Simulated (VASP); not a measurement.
SnO2:

```
CELL_PARAMETERS angstrom
4.73800 0.00000 0.00000
0.00000 4.73800 0.00000
0.00000 0.00000 3.18650
ATOMIC_POSITIONS crystal
Sn 0.00000 0.00000 0.00000
Sn 0.50000 0.50000 0.50000
O 0.30710 0.30710 0.00000
O 0.19290 0.80710 0.50000
O 0.69290 0.69290 0.00000
O 0.80710 0.19290 0.50000
```

| Item | Value |
| --- | --- |
| Program | VASP 6.6.1 |
| Task | relaxation of cell and atoms |
| Functional | PBE |
| Potentials or basis | VASP PAW PBE potentials, release 64 (Sn_d, O) |
| Cutoff | 600 eV |
| k mesh | 8 × 8 × 12 |
| Occupations | gaussian, width 0.01 eV |
| Spin | no spin polarisation |

At the start: pressure 11.6 GPa; volume 11.92 Å³/atom.

Question: Where does the relaxation end?

Answer: Over 10 steps the energy falls by 23.7 meV/atom and the volume is 12.61 Å³/atom (+5.8 %); space group P4_2/mnm (No. 136, to 0.1 Å) before and after.

Step by step:
| step | energy change (eV) | largest force (eV/Å) | pressure (GPa) | volume (Å³) |
| --- | --- | --- | --- | --- |
| 1 | 0.0000 | 0.2935 | 11.60 | 71.53 |
| 2 | 0.0637 | 0.3634 | -10.61 | 80.85 |
| 3 | -0.1404 | 0.0643 | -0.01 | 75.52 |
| 4 | -0.1404 | 0.0585 | 0.19 | 75.44 |
| 5 | -0.1420 | 0.0043 | 0.07 | 75.58 |
| 6 | -0.1422 | 0.0181 | 0.03 | 75.64 |
| 7 | -0.1422 | 0.0025 | -0.04 | 75.67 |
| 8 | -0.1422 | 0.0005 | -0.05 | 75.67 |
| 9 | -0.1422 | 0.0005 | 0.04 | 75.64 |
| 10 | -0.1422 | 0.0001 | 0.01 | 75.65 |

Final structure:
```
CELL_PARAMETERS angstrom
4.83041 0.00000 0.00000
0.00000 4.83041 0.00000
0.00000 0.00000 3.24218
ATOMIC_POSITIONS crystal
Sn 0.00000 0.00000 0.00000
Sn 0.50000 0.50000 0.50000
O 0.30653 0.30653 0.00000
O 0.19347 0.80653 0.50000
O 0.69347 0.69347 0.00000
O 0.80653 0.19347 0.50000
```
